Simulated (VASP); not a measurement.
Wanted: the native input for a VASP 6.6.1 run.

```
Task                   : single point
Functional             : LDA
Potentials or basis    : VASP PAW LDA potentials, release 64 (Cr_pv)
Cutoff                 : 520 eV
k mesh                 : 12 × 12 × 12
Occupations            : fermi-dirac, width 0.05 eV
Spin                   : collinear spin, antiferromagnetic start
Starting moments       : [1.45, -1.45] μB
Dipole correction      : no
Further INCAR settings : ALGO = Normal; EDIFF = 1e-06; NBANDS = 23
```

The structure of Cr lies in POSCAR:

```
Cr
1.0
    0.0000000000      2.4008978844      2.4008978844
    2.4008978844      0.0000000000      2.4008978844
    2.4008978844      2.4008978844      0.0000000000
Cr
2
Direct
    0.1250000000      0.1250000000      0.1250000000
    0.8750000000      0.8750000000      0.8750000000
```

This cell differs from its parent crystal: volume scaled by 0.88.

One way to write it, as run:

INCAR

```
SYSTEM = Cr
PREC = Accurate ; ENCUT = 520
EDIFF = 1E-6 ; ISMEAR = -1
SIGMA = 0.05 ; LREAL = .FALSE.
LASPH = .TRUE. ; NELM = 150
ALGO = Normal ; ISIF = 2
LWAVE = .FALSE. ; LCHARG = .FALSE.
ISPIN = 2 ; MAGMOM = 1.45 -1.45
LORBIT = 11 ; LMAXMIX = 4
GGA = CA ; NBANDS = 23
```

KPOINTS

```
regular mesh
0
G
  12 12 12
  0 0 0
```

Potentials or basis: VASP PAW LDA potentials, release 64 (Cr_pv).

Run with:

```bash
$ cat potpaw_LDA.64/Cr_pv/POTCAR > POTCAR
$ mpirun -np 1 vasp_std > vasp.out
```

Results of the run:

- Pressure: 14.2 GPa
- Band gap on the k mesh: zero (filled and empty bands overlap)
- Net moment: 0.00 μB per cell
- Valence electrons inside the program's atomic spheres: Cr 11.45

Run time: 89 s on 1 thread of Intel(R) Xeon(R) Platinum 8488C (Sapphire Rapids), with other jobs on the host, peak memory 0.19 GiB.
